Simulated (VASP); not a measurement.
# TiC (Fm-3m) in VASP: further runs

Runs on TiC. Level: PBEsol. Tasks: relaxation of cell and atoms, single point.

Everything below comes from runs of VASP 6.6.1. Logs are shortened: lines on timing, memory, paths and dates and some standing lists are left out, and cuts for length are marked.

### 1 The cell of the first run

The structure is cubic, space group Fm-3m (No. 225). The conventional cell has a = 4.293 Å, b = 4.293 Å, c = 4.293 Å, α = 90.00°, β = 90.00°, γ = 90.00°. Within 2.8 Å of Ti (site symmetry m-3m) lie 6 C at 2.15 Å. Within 2.8 Å of C (site symmetry m-3m) lie 6 Ti at 2.15 Å.

### 2 Relaxation of cell and atoms, PBEsol

Input file INCAR:

```
  ALGO = Normal
  EDIFF = 1E-7
  EDIFFG = -0.001
  ENCUT = 600
  GGA = PS
  IBRION = 2
  ISIF = 3
  ISMEAR = -1
  LASPH = True
  LCHARG = False
  LREAL = False
  LWAVE = False
  NELM = 100
  NSW = 80
  PREC = Accurate
  SIGMA = 0.15
```

Input file KPOINTS:

```
k-points
0
Gamma
  16 16 16
```

Input file POSCAR:

```
TiC
1.0
    0.0000000000      2.1466778508      2.1466778508
    2.1466778508      0.0000000000      2.1466778508
    2.1466778508      2.1466778508      0.0000000000
Ti C
1 1
Direct
    0.0000000000      0.0000000000      0.0000000000
    0.5000000000      0.5000000000      0.5000000000
```

Potentials or basis: VASP PAW PBE potentials, release 64 (Ti_sv, C).

Started as:

```
> cat potpaw_PBE.64/Ti_sv/POTCAR potpaw_PBE.64/C/POTCAR > POTCAR
> mpirun -np 1 vasp_std > vasp.out
```

OUTCAR:

```text
EDIFF = 1E-7
   EDIFFG = -0.001
   ENCUT = 600
   GGA = PS
   IBRION = 2
   ISIF = 3
   ISMEAR = -1
   LASPH = True
   LREAL = False
   NELM = 100
   NSW = 80
   PREC = Accurate

 ion  position               nearest neighbor table
   1  0.000  0.000  0.000-   2 2.15   2 2.15   2 2.15   2 2.15   2 2.15   2 2.15
   2  0.500  0.500  0.500-   1 2.15   1 2.15   1 2.15   1 2.15   1 2.15   1 2.15

  LATTYP: Found a face centered cubic cell.
 ALAT       =     4.2933557016

  Lattice vectors:

 A1 = (   0.0000000000,   2.1466778508,   2.1466778508)
 A2 = (   2.1466778508,   0.0000000000,   2.1466778508)
 A3 = (   2.1466778508,   2.1466778508,   0.0000000000)

Analysis of symmetry for initial positions (statically):
=====================================================================
 Subroutine PRICEL returns:
 Original cell was already a primitive cell.

 Routine SETGRP: Setting up the symmetry group for a
 face centered cubic supercell.

 Subroutine GETGRP returns: Found 48 space group operations
 (whereof 48 operations were pure point group operations)
 out of a pool of 48 trial point group operations.

The static configuration has the point symmetry O_h .

Analysis of symmetry for dynamics (positions and initial velocities):
=====================================================================
 Subroutine PRICEL returns:
 Original cell was already a primitive cell.

 Routine SETGRP: Setting up the symmetry group for a
 face centered cubic supercell.

 Subroutine GETGRP returns: Found 48 space group operations
 (whereof 48 operations were pure point group operations)
 out of a pool of 48 trial point group operations.

The dynamic configuration has the point symmetry O_h .

 Subroutine INISYM returns: Found 48 space group operations
 (whereof 48 operations are pure point group operations),
 and found     1 'primitive' translations

----------------------------------------------------------------------------------------

                                     Primitive cell

  volume of cell :      19.7848

  direct lattice vectors                    reciprocal lattice vectors
     0.000000000  2.146677851  2.146677851    -0.232918041  0.232918041  0.232918041
     2.146677851  0.000000000  2.146677851     0.232918041 -0.232918041  0.232918041
     2.146677851  2.146677851  0.000000000     0.232918041  0.232918041 -0.232918041

  length of vectors
     3.035860931  3.035860931  3.035860931     0.403425881  0.403425881  0.403425881

  position of ions in fractional coordinates (direct lattice)
     0.000000000  0.000000000  0.000000000
     0.500000000  0.500000000  0.500000000

  ion indices of the primitive-cell ions
   primitive index   ion index
                 1           1
                 2           2

----------------------------------------------------------------------------------------

 KPOINTS: k-points

Automatic generation of k-mesh.
 Grid dimensions read from file:
 generate k-points for:   16   16   16

 Generating k-lattice:

  Cartesian coordinates                     Fractional coordinates (reciprocal lattice)
    -0.014557378  0.014557378  0.014557378     0.062500000  0.000000000  0.000000000
     0.014557378 -0.014557378  0.014557378     0.000000000  0.062500000  0.000000000
     0.014557378  0.014557378 -0.014557378     0.000000000  0.000000000  0.062500000

  Length of vectors
     0.025214118  0.025214118  0.025214118

  Shift w.r.t. Gamma in fractional coordinates (k-lattice)
     0.000000000  0.000000000  0.000000000

 Subroutine IBZKPT returns following result:
 ===========================================

 Found    145 irreducible k-points:

 Following reciprocal coordinates:
            Coordinates               Weight
  0.000000  0.000000  0.000000      1.000000
  0.062500  0.000000  0.000000      8.000000
  0.125000  0.000000  0.000000      8.000000
  0.187500  0.000000  0.000000      8.000000
  0.250000  0.000000  0.000000      8.000000
  0.312500  0.000000  0.000000      8.000000
[... 16 lines left out ...]
 -0.125000  0.062500  0.000000     24.000000
 -0.062500  0.062500  0.000000     12.000000
 [... further k-points ...]
   k-points           NKPTS =    145   k-points in BZ     NKDIM =    145   number of bands    NBANDS=     12
   number of dos      NEDOS =    301   number of ions     NIONS =      2
   total plane-waves  NPLWV =  13824
   dimension x,y,z NGX =    24 NGY =   24 NGZ =   24
   dimension x,y,z NGXF=    48 NGYF=   48 NGZF=   48
   ions per type =               1   1
   NGX,Y,Z   is equivalent  to a cutoff of  13.14, 13.14, 13.14 a.u.
   NGXF,Y,Z  is equivalent  to a cutoff of  26.29, 26.29, 26.29 a.u.
 SYSTEM =  unknown system
   PREC   = accura    normal or accurate (medium, high low for compatibility)
   ISTART =      0    job   : 0-new  1-cont  2-samecut
   ICHARG =      2    charge: 1-file 2-atom 10-const
   ISPIN  =      1    spin polarized calculation?
   LNONCOLLINEAR =      F non collinear calculations
   LSORBIT =      F    spin-orbit coupling
   LASPH  =      T    aspherical Exc in radial PAW
   ENCUT  =  600.0 eV  44.10 Ry    6.64 a.u.   6.06  6.06  6.06*2*pi/ulx,y,z
   NELM   =    100;   NELMIN=  2; NELMDL= -5     # of ELM steps
   EDIFF  = 0.1E-06   stopping-criterion for ELM
   LREAL  =      F    real-space projection
   EDIFFG = -.1E-02   stopping-criterion for IOM
   NSW    =     80    number of steps for IOM
   IBRION =      2    ionic relax: 0-MD 1-quasi-New 2-CG
   NFREE  =      1    steps in history (QN), initial steepest desc. (CG)
   ISIF   =      3    stress and relaxation
   ISYM   =      2    0-nonsym 1-usesym 2-fastsym
   POTIM  = 0.5000    time-step for ionic-motion
   TEBEG  =    0.0;   TEEND  =   0.0 temperature during run
   PSTRESS=    0.0 pullay stress
   NELECT =      16.0000    total number of electrons
   NUPDOWN=      -1.0000    fix difference up-down
   EMIN   =  10.00;   EMAX   =-10.00  energy-range for DOS
   EFERMI =   0.00;   METHOD = LEGACY
   ISMEAR =    -1;   SIGMA  =   0.15  broadening in eV -4-tet -1-fermi 0-gaus
   EFERMI_NEDOS =   21; number of points for ismear=-14 and -15
   IALGO  =     38    algorithm
   IMIX   =      4    mixing-type and parameters
     AMIX     =   0.40;   BMIX     =  1.00
     AMIX_MAG =   1.60;   BMIX_MAG =  1.00
  volume/ion in A,a.u.               =       9.89        66.76
  Fermi-wavevector in a.u.,A,eV,Ry     =   1.525239  2.882284 31.651975  2.326355
  Thomas-Fermi vector in A             =   2.633437
   LORBIT       =      0    0 simple, 1 ext, 2 COOP (PROOUT), +10 PAW based schemes
   GGA     = PS    functional components
   LHFCALC =     F    Hartree Fock is set to
   AEXX    =    0.0000 exact exchange contribution
   IVDW    =     0    specifies the selected vdW correction
   LEPSILON=     F    determine dielectric tensor
   LRPA    =     F    only Hartree local field effects (RPA)
 conjugate gradient relaxation of ions
 non-spin polarized calculation
  energy-cutoff  :      600.00
  volume of cell :       19.78
 maximum number of plane-waves:       684
   NGX = 13   NGY = 13   NGZ = 13

--------------------------------------- Ionic step        1  -------------------------------------------

 number of electron      16.0000003 magnetization

 Free energy of the ion-electron system (eV)
  ---------------------------------------------------
  ext. energy  EPLUGINS =         0.00000000
  ---------------------------------------------------
  free energy    TOTEN  =       -19.81396820 eV

  energy without entropy =      -19.78927793  energy(sigma->0) =      -19.80162306

------------------------ aborting loop because EDIFF is reached ----------------------------------------

  FORCE on cell =-STRESS in cart. coord.  units (eV):
  Direction    XX          YY          ZZ          XY          YZ          ZX
  --------------------------------------------------------------------------------------
  -------------------------------------------------------------------------------------
  Total        0.0266190      0.0266190      0.0266190     -0.0000000     -0.0000000     -0.0000000
  in kB        2.1556158      2.1556158      2.1556158     -0.0000000     -0.0000000     -0.0000000
  external PRESSURE =       2.1556158 kB  Pullay stress =       0.0000000 kB
[... 57 lines left out ...]
  energy  without entropy=      -19.7892243489  energy(sigma->0) =      -19.80159162

--------------------------------------- Ionic step        3  -------------------------------------------

 number of electron      16.0000003 magnetization

 Free energy of the ion-electron system (eV)
  ---------------------------------------------------
  ext. energy  EPLUGINS =         0.00000000
  ---------------------------------------------------
  free energy    TOTEN  =       -19.81397900 eV

  energy without entropy =      -19.78926986  energy(sigma->0) =      -19.80162443

 E-fermi :   9.5952     XC(G=0): -12.9938

 val. band max:        9.5840993096   @ k =   0.1250   0.1250   0.0000
 cond. band min:       9.5959607316   @ k =   0.1250   0.0625   0.0000
 fundamental gap:      0.0118614220
 Fermi energy:         9.5951905381

 k-point     1 :       0.0000    0.0000    0.0000
  band No.  band energies     occupation
      1     -46.6469      2.00000
      2     -22.7600      2.00000
      3     -22.7600      2.00000
      4     -22.7600      2.00000
      5      -2.8822      2.00000
      6      10.2793      0.02069
      7      10.2793      0.02069
      8      10.2793      0.02069
      9      11.3403      0.00002
     10      11.3403      0.00002
     11      11.3403      0.00002
     12      11.3881      0.00001
[... 331 lines left out ...]
 k-point    24 :      -0.0625    0.0625    0.0000
  band No.  band energies     occupation
      1     -46.6386      2.00000
      2     -22.8127      2.00000
      3     -22.7746      2.00000
      4     -22.7613      2.00000
      5      -2.6396      2.00000
      6       9.3748      1.62587
      7       9.5478      1.15653
      8       9.5805      1.04893
      9      10.3952      0.00961
     10      11.0191      0.00015
     11      11.9391      0.00000
     12      12.5352      0.00000

 [... further k-points ...]
[... 5 lines left out ...]
  --------------------------------------------------------------------------------------
  -------------------------------------------------------------------------------------
  Total       -0.0003033     -0.0003033     -0.0003033     -0.0000000      0.0000000     -0.0000000
  in kB       -0.0245418     -0.0245418     -0.0245418     -0.0000000      0.0000000     -0.0000000
  external PRESSURE =      -0.0245418 kB  Pullay stress =       0.0000000 kB
[... 17 lines left out ...]
  FREE ENERGIE OF THE ION-ELECTRON SYSTEM (eV)
  ---------------------------------------------------
  free  energy   TOTEN  =       -19.8139789974 eV

  energy  without entropy=      -19.7892698649  energy(sigma->0) =      -19.80162443

 reached required accuracy - stopping structural energy minimisation
```

Wall time 52 s (1 thread of AMD EPYC 9R45 (Zen 5), shared host); peak memory 0.15 GiB.

Results:

```yaml
Free_energy: -19.8140 eV
Relaxed_volume: 9.90 Å³/atom
Relaxed_cell: a = 3.037 Å, b = 3.037 Å, c = 3.037 Å, α = 60.00°, β = 60.00°, γ = 60.00°
Space_group_after_relaxing_to_0.05_Å: Fm-3m (No. 225)
Energy_gained_by_relaxing: 0.0 meV/atom
Ionic_steps: 3
Pressure_after_relaxing: 0.0 GPa
Band_gap_on_the_k_mesh: zero (band 8 reaches 10.28 eV, above the bottom of band 9 at 9.19 eV)
```

Final structure:
```yaml
crystal:
  lattice:
    - [0.00000, 2.14726, 2.14726]
    - [2.14726, 0.00000, 2.14726]
    - [2.14726, 2.14726, 0.00000]
  atoms:
    - { symbol: Ti, position: [0.00000, 0.00000, 0.00000] }
    - { symbol: C, position: [0.50000, 0.50000, 0.50000] }
```

Caveat: the PAW data sets were made with another functional, which shifts forces and pressure a little.

### 3 Single point, PBEsol

This run uses another cell than the first one, of 10.07 Å³/atom, 1.018 times its volume.

Input file INCAR:

```
SYSTEM = TiC
PREC = Accurate ; ENCUT = 520
EDIFF = 1E-7 ; ISMEAR = 0
SIGMA = 0.1 ; LREAL = .FALSE.
LASPH = .TRUE. ; NELM = 60
ALGO = Normal ; ISIF = 2
LWAVE = .FALSE. ; LCHARG = .FALSE.
GGA = PS ; NBANDS = 15
```

Input file KPOINTS:

```
regular mesh
0
G
  8 8 8
  0 0 0
```

Input file POSCAR:

```
TiC
1.0
    0.0000000000      2.1593000000      2.1593000000
    2.1593000000      0.0000000000      2.1593000000
    2.1593000000      2.1593000000      0.0000000000
Ti C
1 1
Direct
    0.0000000000      0.0000000000      0.0000000000
    0.5000000000      0.5000000000      0.5000000000
```

Potentials or basis: VASP PAW PBE potentials, release 64 (Ti_sv, C).

Started as:

```
> cat potpaw_PBE.64/Ti_sv/POTCAR potpaw_PBE.64/C/POTCAR > POTCAR
> mpirun -np 1 vasp_std > vasp.out
```

Run time: 8.8 s. Hardware: 1 thread of Intel Xeon Platinum 8488C (Sapphire Rapids), shared host; peak memory 0.14 GiB.

Results (log left out):

| Item | Value |
| --- | --- |
| Free energy | -19.7961 eV |
| Pressure | -4.3 GPa |
| Band gap on the k mesh | zero (band 8 reaches 10.07 eV, above the bottom of band 9 at 9.00 eV) |

Levels at points of the mesh, in eV from the Fermi level:
| k point | band 4 | band 5 | band 6 | band 7 | band 8 | band 9 | band 10 | band 11 | band 12 | band 13 |
| --- | --- | --- | --- | --- | --- | --- | --- | --- | --- | --- |
| (0.00, 0.00, 0.00) | -32.38 | -12.36 | 0.71 | 0.71 | 0.71 | 1.76 | 1.76 | 1.76 | 1.79 | 1.79 |
| (0.50, 0.00, 0.00) | -32.43 | -8.79 | -5.87 | -2.88 | -2.88 | 3.00 | 3.00 | 4.20 | 8.25 | 8.35 |
| (0.50, 0.50, 0.00) | -32.56 | -10.05 | -3.40 | -1.65 | 0.03 | 0.03 | 2.81 | 3.61 | 3.61 | 5.99 |

Caveat: the PAW data sets were made with another functional, which shifts forces and pressure a little.

### 4 Single point, PBEsol

Input file INCAR:

```
SYSTEM = TiC
PREC = Accurate
ENCUT = 520
EDIFF = 1E-6
ISMEAR = 0
SIGMA = 0.1
LREAL = .FALSE.
LASPH = .TRUE.
NELM = 100
ALGO = Normal
ISIF = 2
LWAVE = .FALSE.
LCHARG = .FALSE.
GGA = PS
NBANDS = 15
```

Input file KPOINTS:

```
regular mesh
0
G
  16 16 16
  0 0 0
```

Input file POSCAR:

```
TiC
1.0
    0.0000000000      2.1466778553      2.1466778553
    2.1466778553      0.0000000000      2.1466778553
    2.1466778553      2.1466778553      0.0000000000
Ti C
1 1
Direct
    0.0000000000      0.0000000000      0.0000000000
    0.5000000000      0.5000000000      0.5000000000
```

Started as:

```
> cat potpaw_PBE.64/Ti_sv/POTCAR potpaw_PBE.64/C/POTCAR > POTCAR
> mpirun -np 1 vasp_std > vasp.out
```

Wall time 20 s (1 thread of Intel Xeon Platinum 8488C (Sapphire Rapids), shared host); peak memory 0.17 GiB.

The run converged. Its results:

```yaml
Free_energy: -19.8024 eV
Pressure: 0.3 GPa
Band_gap_on_the_k_mesh: zero (band 8 reaches 10.29 eV, above the bottom of band 9 at 9.20 eV)
```

Levels at points of the mesh, in eV from the Fermi level:
```tsv
k point	band 6	band 7	band 8	band 9	band 10	band 11
(0.00, 0.00, 0.00)	0.68	0.68	0.68	1.75	1.75	1.75
(0.50, 0.00, 0.00)	-5.99	-2.97	-2.97	3.04	3.04	4.27
(0.50, 0.50, 0.00)	-3.45	-1.74	0.01	0.01	2.85	3.67
```

Caveat: the PAW data sets were made with another functional, which shifts forces and pressure a little.

[end of part 1 of 2]
